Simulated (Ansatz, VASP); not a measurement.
# Ir3O: VASP beside Ansatz

File INCAR:

```
PREC = Accurate
ENCUT = 600
EDIFF = 1E-6
ISMEAR = 0
SIGMA = 0.1
LREAL = False
LASPH = True
NELM = 80
ALGO = Normal
ISIF = 3
LWAVE = False
LCHARG = False
GGA = PE
IBRION = 2
NSW = 100
EDIFFG = -0.01
```

KPOINTS

```
Automatic mesh
0
Gamma
  14 14 14
```

POSCAR

```
Ir3O
1.0
   -2.4764542149      2.4764542149      2.4764542149
    2.4764542149     -2.4764542149      2.4764542149
    2.4764542149      2.4764542149     -2.4764542149
Ir O
3 1
Direct
    0.0000000000      0.5000000000      0.5000000000
    0.5000000000      0.0000000000      0.5000000000
    0.5000000000      0.5000000000      0.0000000000
    0.0000000000      0.0000000000      0.0000000000
```

Input for Ansatz:

```yaml
crystal:
  lattice:
    - [-2.4764542149, 2.4764542149, 2.4764542149]
    - [2.4764542149, -2.4764542149, 2.4764542149]
    - [2.4764542149, 2.4764542149, -2.4764542149]
  atoms:
    - { symbol: Ir, position: [0.0, 0.5, 0.5] }
    - { symbol: Ir, position: [0.5, 0.0, 0.5] }
    - { symbol: Ir, position: [0.5, 0.5, 0.0] }
    - { symbol: O, position: [0.0, 0.0, 0.0] }
basis:
  ecutwfc: 420
kpoints:
  mp_grid: { grid: [14, 14, 14] }
hamiltonian:
  xc: pbe
scf:
  occupations: { method: gaussian, width: 0.1 }
output:
  forces: true
  stress: true
  eigenvalues: true
  write_density: true
  write_potential: true
  elf: true
  volumetric_format: npy
relax:
  adjacent_minimum: "off"
  f_tol: 0.01
  max_steps: 80
  cell: { stress_tol: 0.05 }
```

Alike in both runs: task relaxation of cell and atoms; functional PBE; k mesh 14 × 14 × 14; occupations gaussian, width 0.1 eV; no spin polarisation.

|  | VASP | Ansatz |
| --- | --- | --- |
| version | VASP 6.6.1 | Ansatz 0.2.0 |
| potentials or method | VASP PAW PBE potentials, release 64 (Ir, O), cutoff 600 eV | scalar-relativistic, plane waves, PAW |
| valence electrons in the cell | 33 | 57 |

|  | VASP | Ansatz | Ansatz less VASP |
| --- | --- | --- | --- |
| gap on the k mesh at the Fermi level, each at its own relaxed structure (eV) | none | none | - |
| relaxed volume (Å³/atom) | 15.15 | 15.15 | -0.007 |
| relaxed length of the cell vector where the two differ most in proportion (Å) | 4.286 | 4.286 | -0.0007 |

A gap of «none» marks a metal or a gap that the smearing closes. VASP's potentials hold 33 valence electrons a cell and Ansatz's 57, so a difference there can come from the potentials and not from the codes.

Neither program's run includes spin-orbit coupling.
